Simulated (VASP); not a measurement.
A run of VASP 6.6.1 is set up as follows.

Contents of INCAR:

```
PREC     = Accurate       # precision mode
ENCUT    = 630            # plane-wave cutoff, eV
EDIFF    = 1E-6           # SCF threshold, eV
ISMEAR   = 0              # smearing method
SIGMA    = 0.01           # smearing width, eV
LREAL    = F              # projectors in reciprocal space
LASPH    = T              # aspherical terms in the spheres
NELM     = 120            # most SCF steps
ALGO     = Normal         # electronic algorithm
ISIF     = 2              # what is computed and relaxed
LWAVE    = F              # write WAVECAR
LCHARG   = F              # write CHGCAR
GGA      = PE             # functional
NBANDS   = 34             # bands
GGA_COMPAT= F
```

KPOINTS

```
regular mesh
0
Gamma
  6 6 4
```

POSCAR

```
CdS
1.0
    3.9530683032      0.0000000000      0.0000000000
   -1.9765341516      3.4234575735      0.0000000000
    0.0000000000      0.0000000000      6.6047265514
Cd S
2 2
Direct
    0.0000000000      0.0000000000      0.0000000000
    0.0000000000      0.0000000000      0.5000000000
    0.3333333333      0.6666666667      0.2500000000
    0.6666666667      0.3333333333      0.7500000000
```

Potentials or basis: VASP PAW PBE potentials, release 64 (Cd_sv_GW, S).

The run is started by

```bash
$ cat potpaw_PBE.64/Cd_sv_GW/POTCAR potpaw_PBE.64/S/POTCAR > POTCAR
$ mpirun -np 1 vasp_std > vasp.out
```

Problem. Predict the band gap on the k mesh.

Solution. 0.30 eV.

Problem. What does it give for the pressure?

Solution. -3.8 GPa.

Stress tensor (GPa, compression positive):
```
-3.61  0.00  0.00
 0.00 -3.61  0.00
 0.00  0.00 -4.06
```

Caveat: the cell stands under tension; semilocal functionals underestimate gaps, and a narrow one can read as zero.
